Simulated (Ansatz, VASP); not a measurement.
**Ta2NbO2 in VASP and in Ansatz**

```xyz
5
Lattice="5.1622 0.0000 0.0000 0.0000 5.1622 0.0000 0.0000 0.0000 3.9037" Properties=species:S:1:pos:R:3 pbc="T T T"
Ta    0.0000    2.5811    0.0000
Ta    2.5811    0.0000    0.0000
Nb    2.5811    2.5811    0.0000
O     0.0000    2.5811    1.9519
O     2.5811    0.0000    1.9519
```

Alike in both runs: functional PBE; k mesh 4 × 4 × 6; occupations gaussian, width 0.1 eV; no spin polarisation.

Ansatz relaxed the structure, and its values are those at the end. VASP's run is a single point on that final structure, the one shown.

|  | VASP | Ansatz |
| --- | --- | --- |
| version | VASP 6.6.1 | Ansatz 0.2.0 |
| potentials or method | VASP PAW PBE potentials, release 64 (Ta_sv_GW, Nb_sv, O), cutoff 600 eV | scalar-relativistic, plane waves, PAW |
| valence electrons in the cell | 51 | 51 |

|  | VASP | Ansatz | Ansatz less VASP |
| --- | --- | --- | --- |
| gap on the k mesh at the Fermi level (eV) | none | none | - |
| pressure (GPa) | -0.1 | 0.0 | +0.11 |

A gap of «none» marks a metal or a gap that the smearing closes. The functional is the same, so the differences come from potentials, cutoffs and numerics.

Spin-orbit coupling is off throughout.
